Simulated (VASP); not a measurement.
# RbCl (rocksalt type) (Fm-3m) in VASP: single point with PBE

Aim: the single point of RbCl (rocksalt type) with PBE.

Program: VASP 6.6.1. These are calculated values, not measurements. Logs are shortened: lines on timing, memory, paths and dates and some standing lists are left out, and cuts for length are marked.

### 1 The cell of the first run

The structure is cubic, space group Fm-3m (No. 225). The conventional cell has a = 6.698 Å, b = 6.698 Å, c = 6.698 Å, α = 90.00°, β = 90.00°, γ = 90.00°. Rb (site symmetry m-3m) has 6 Cl at 3.35 Å within 4.4 Å. Cl (site symmetry m-3m) has 6 Rb at 3.35 Å within 4.4 Å.

### 2 Single point, PBE, non-collinear spin, zero start, spin-orbit coupling

The input, INCAR:

```
SYSTEM = RbCl
ALGO     = Normal         ! electronic algorithm
EDIFF    = 1E-6           ! SCF threshold, eV
ENCUT    = 500            ! plane-wave cutoff, eV
GGA      = PE             ! functional
GGA_COMPAT= .False.      
ISIF     = 2              ! what is computed and relaxed
ISMEAR   = -1             ! smearing method
LASPH    = .True.         ! aspherical terms in the spheres
LCHARG   = .False.        ! write CHGCAR
LNONCOLLINEAR= .True.         ! non-collinear magnetism
LORBIT   = 11             ! projections on sites
LORBMOM  = .True.       
LREAL    = .False.        ! projectors in reciprocal space
LSORBIT  = .True.         ! spin-orbit coupling
LWAVE    = .False.        ! write WAVECAR
MAGMOM   = 0 0 0 0 0 0    ! initial moments
NBANDS   = 28             ! bands
NELM     = 200            ! most SCF steps
PREC     = Accurate       ! precision mode
SIGMA    = 0.05           ! smearing width, eV
```

The input, KPOINTS:

```
k-points
0
Gamma
  10 10 10
  0 0 0
```

The input, POSCAR:

```
RbCl
1.0
    0.0000000000      3.3489618109      3.3489618109
    3.3489618109      0.0000000000      3.3489618109
    3.3489618109      3.3489618109      0.0000000000
Rb Cl
1 1
Direct
    0.0000000000      0.0000000000      0.0000000000
    0.5000000000      0.5000000000      0.5000000000
```

Potentials or basis: VASP PAW PBE potentials, release 64 (Rb_sv, Cl).

Run with:

```console
$ cat potpaw_PBE.64/Rb_sv/POTCAR potpaw_PBE.64/Cl/POTCAR > POTCAR
$ mpirun -np 1 vasp_ncl > vasp.out
```

OUTCAR:

```text
SYSTEM = RbCl
   EDIFF = 1E-6
   ENCUT = 500
   GGA = PE
   ISIF = 2
   ISMEAR = -1
   LASPH = .True.
   LNONCOLLINEAR = .True.
   LORBIT = 11
   LREAL = .False.
   LSORBIT = .True.
   NELM = 200
   PREC = Accurate

 ion  position               nearest neighbor table
   1  0.000  0.000  0.000-   2 3.35   2 3.35   2 3.35   2 3.35   2 3.35   2 3.35
   2  0.500  0.500  0.500-   1 3.35   1 3.35   1 3.35   1 3.35   1 3.35   1 3.35

  LATTYP: Found a face centered cubic cell.
 ALAT       =     6.6979236218

  Lattice vectors:

 A1 = (   0.0000000000,   3.3489618109,   3.3489618109)
 A2 = (   3.3489618109,   0.0000000000,   3.3489618109)
 A3 = (   3.3489618109,   3.3489618109,   0.0000000000)

Analysis of symmetry for initial positions (statically):
=====================================================================
 Subroutine PRICEL returns:
 Original cell was already a primitive cell.

 Routine SETGRP: Setting up the symmetry group for a
 face centered cubic supercell.

 Subroutine GETGRP returns: Found 48 space group operations
 (whereof 48 operations were pure point group operations)
 out of a pool of 48 trial point group operations.

The static configuration has the point symmetry O_h .

Analysis of symmetry for dynamics (positions and initial velocities):
=====================================================================
 Subroutine PRICEL returns:
 Original cell was already a primitive cell.

 Routine SETGRP: Setting up the symmetry group for a
 face centered cubic supercell.

 Subroutine GETGRP returns: Found 48 space group operations
 (whereof 48 operations were pure point group operations)
 out of a pool of 48 trial point group operations.

The dynamic configuration has the point symmetry O_h .

Analysis of structural, dynamic, and magnetic symmetry:
=====================================================================
 Subroutine PRICEL returns:
 Original cell was already a primitive cell.

 Routine SETGRP: Setting up the symmetry group for a
 face centered cubic supercell.

 Subroutine GETGRP returns: Found 48 space group operations
 (whereof 48 operations were pure point group operations)
 out of a pool of 48 trial point group operations.

The overall configuration has the point symmetry O_h .

 Subroutine INISYM returns: Found 48 space group operations
 (whereof 48 operations are pure point group operations),
 and found     1 'primitive' translations

----------------------------------------------------------------------------------------

                                     Primitive cell

  volume of cell :      75.1209

  direct lattice vectors                    reciprocal lattice vectors
     0.000000000  3.348961811  3.348961811    -0.149300000  0.149300000  0.149300000
     3.348961811  0.000000000  3.348961811     0.149300000 -0.149300000  0.149300000
     3.348961811  3.348961811  0.000000000     0.149300000  0.149300000 -0.149300000

  length of vectors
     4.736147213  4.736147213  4.736147213     0.258595186  0.258595186  0.258595186

  position of ions in fractional coordinates (direct lattice)
     0.000000000  0.000000000  0.000000000
     0.500000000  0.500000000  0.500000000

  ion indices of the primitive-cell ions
   primitive index   ion index
                 1           1
                 2           2

----------------------------------------------------------------------------------------

 KPOINTS: k-points

Automatic generation of k-mesh.
 Grid dimensions read from file:
 generate k-points for:   10   10   10

 Generating k-lattice:

  Cartesian coordinates                     Fractional coordinates (reciprocal lattice)
    -0.014930000  0.014930000  0.014930000     0.100000000  0.000000000  0.000000000
     0.014930000 -0.014930000  0.014930000     0.000000000  0.100000000  0.000000000
     0.014930000  0.014930000 -0.014930000     0.000000000  0.000000000  0.100000000

  Length of vectors
     0.025859519  0.025859519  0.025859519

[... 96 lines left out ...]

 Free energy of the ion-electron system (eV)
  ---------------------------------------------------
  ext. energy  EPLUGINS =         0.00000000
  ---------------------------------------------------
  free energy    TOTEN  =        -6.70350883 eV

  energy without entropy =       -6.70350883  energy(sigma->0) =       -6.70350883

 E-fermi :  -0.8730     XC(G=0):  -7.1426

 val. band max:       -2.0235610150   @ k =   0.0000   0.0000   0.0000
 cond. band min:       2.7659506737   @ k =   0.0000   0.0000   0.0000
 fundamental gap:      4.7895116887
 Fermi energy:        -0.8730468040

 k-point     1 :       0.0000    0.0000    0.0000
  band No.  band energies     occupation
      1     -26.1208      1.00000
      2     -26.1208      1.00000
      3     -14.0202      1.00000
      4     -14.0202      1.00000
      5     -10.7477      1.00000
      6     -10.7477      1.00000
[... 733 lines left out ...]
     27       8.4455      0.00000
     28       8.4455      0.00000

 [... further k-points ...]

------------------------ aborting loop because EDIFF is reached ----------------------------------------

  FORCE on cell =-STRESS in cart. coord.  units (eV):
  Direction    XX          YY          ZZ          XY          YZ          ZX
  --------------------------------------------------------------------------------------
  -------------------------------------------------------------------------------------
  Total       -0.0003702     -0.0003702     -0.0003702     -0.0000000     -0.0000000      0.0000000
  in kB       -0.0078947     -0.0078947     -0.0078947     -0.0000000     -0.0000000      0.0000000
  external PRESSURE =      -0.0078947 kB  Pullay stress =       0.0000000 kB

 VOLUME and BASIS-vectors are now :
 -----------------------------------------------------------------------------
  energy-cutoff  :      500.00
  volume of cell :       75.12
      direct lattice vectors                 reciprocal lattice vectors
     0.000000000  3.348961811  3.348961811    -0.149300000  0.149300000  0.149300000
     3.348961811  0.000000000  3.348961811     0.149300000 -0.149300000  0.149300000
     3.348961811  3.348961811  0.000000000     0.149300000  0.149300000 -0.149300000

 POSITION                                       TOTAL-FORCE (eV/Angst)
 -----------------------------------------------------------------------------------
      0.00000      0.00000      0.00000         0.000000      0.000000      0.000000
      3.34896      3.34896      3.34896        -0.000000     -0.000000     -0.000000
 -----------------------------------------------------------------------------------
    total drift:                                0.000000      0.000000      0.000000

  FREE ENERGIE OF THE ION-ELECTRON SYSTEM (eV)
  ---------------------------------------------------
  free  energy   TOTEN  =        -6.7035088305 eV

  energy  without entropy=       -6.7035088304  energy(sigma->0) =       -6.70350883

 orbital moment (x)

 # of ion     p       d       tot
 ----------------------------------------
  1         0.000  -0.000  -0.000
  2        -0.000   0.000  -0.000
 ----------------------------------------
           -0.000  -0.000  -0.000

 orbital moment (y)

 # of ion     p       d       tot
 ----------------------------------------
  1         0.000  -0.000   0.000
  2        -0.000   0.000  -0.000
 ----------------------------------------
            0.000  -0.000   0.000

 orbital moment (z)

 # of ion     p       d       tot
 ----------------------------------------
  1         0.000   0.000   0.000
  2         0.000   0.000   0.000
 ----------------------------------------
            0.000   0.000   0.000

 Spin-Orbit-Coupling matrix elements

 Ion:    1  E_soc:     -0.0523288
 l=   1
     0.0000000    -0.0087186    -0.0087186
    -0.0087186     0.0000000    -0.0087186
    -0.0087186    -0.0087186     0.0000000
 l=   2
     0.0000000     0.0000001     0.0000000     0.0000001    -0.0000030
     0.0000001     0.0000000    -0.0000023     0.0000001    -0.0000008
     0.0000000    -0.0000023     0.0000000    -0.0000023     0.0000000
     0.0000001     0.0000001    -0.0000023     0.0000000    -0.0000008
    -0.0000030    -0.0000008     0.0000000    -0.0000008     0.0000000
 l=   3
     0.0000000     0.0000000     0.0000000     0.0000000     0.0000000     0.0000000     0.0000000
     0.0000000     0.0000000     0.0000000     0.0000000     0.0000000     0.0000000     0.0000000
     0.0000000     0.0000000     0.0000000     0.0000000     0.0000000     0.0000000     0.0000000
     0.0000000     0.0000000     0.0000000     0.0000000     0.0000000     0.0000000     0.0000000
     0.0000000     0.0000000     0.0000000     0.0000000     0.0000000     0.0000000     0.0000000
     0.0000000     0.0000000     0.0000000     0.0000000     0.0000000     0.0000000     0.0000000
     0.0000000     0.0000000     0.0000000     0.0000000     0.0000000     0.0000000     0.0000000

 Ion:    2  E_soc:     -0.0029963
 l=   1
     0.0000000    -0.0004994    -0.0004994
    -0.0004994     0.0000000    -0.0004994
    -0.0004994    -0.0004994     0.0000000
 l=   2
     0.0000000     0.0000000     0.0000000     0.0000000     0.0000000
     0.0000000     0.0000000     0.0000000     0.0000000     0.0000000
     0.0000000     0.0000000     0.0000000     0.0000000     0.0000000
     0.0000000     0.0000000     0.0000000     0.0000000     0.0000000
     0.0000000     0.0000000     0.0000000     0.0000000     0.0000000
 l=   3
     0.0000000     0.0000000     0.0000000     0.0000000     0.0000000     0.0000000     0.0000000
     0.0000000     0.0000000     0.0000000     0.0000000     0.0000000     0.0000000     0.0000000
     0.0000000     0.0000000     0.0000000     0.0000000     0.0000000     0.0000000     0.0000000
     0.0000000     0.0000000     0.0000000     0.0000000     0.0000000     0.0000000     0.0000000
     0.0000000     0.0000000     0.0000000     0.0000000     0.0000000     0.0000000     0.0000000
     0.0000000     0.0000000     0.0000000     0.0000000     0.0000000     0.0000000     0.0000000
     0.0000000     0.0000000     0.0000000     0.0000000     0.0000000     0.0000000     0.0000000

 total charge

# of ion       s       p       d       tot
------------------------------------------
    1        1.938   5.353   0.020   7.311
    2        1.589   3.558   0.000   5.146
--------------------------------------------------
tot          3.527   8.911   0.020  12.457

 magnetization (x)

# of ion       s       p       d       tot
------------------------------------------
    1        0.000  -0.000   0.000  -0.000
    2        0.000   0.000   0.000   0.000
--------------------------------------------------
tot          0.000  -0.000   0.000   0.000

 magnetization (y)

# of ion       s       p       d       tot
------------------------------------------
    1       -0.000  -0.000   0.000  -0.000
    2       -0.000   0.000   0.000  -0.000
--------------------------------------------------
tot         -0.000  -0.000   0.000  -0.000

 magnetization (z)

# of ion       s       p       d       tot
------------------------------------------
    1        0.000  -0.000  -0.000  -0.000
    2        0.000   0.000   0.000   0.000
--------------------------------------------------
tot          0.000  -0.000  -0.000  -0.000
```

Wall time 2.1 min (1 thread of Intel Xeon 6975P-C (Granite Rapids), shared host); peak memory 0.45 GiB.

Results:

- Free energy: -6.7035 eV
- Pressure: 0.0 GPa
- Net moment: 0.00 μB per cell
- Valence electrons inside the program's atomic spheres: Rb 7.31; Cl 5.15

Moments on the atoms (μB; x, y, z):
```
Rb  0.00 0.00 0.00
Cl  0.00 0.00 0.00
```
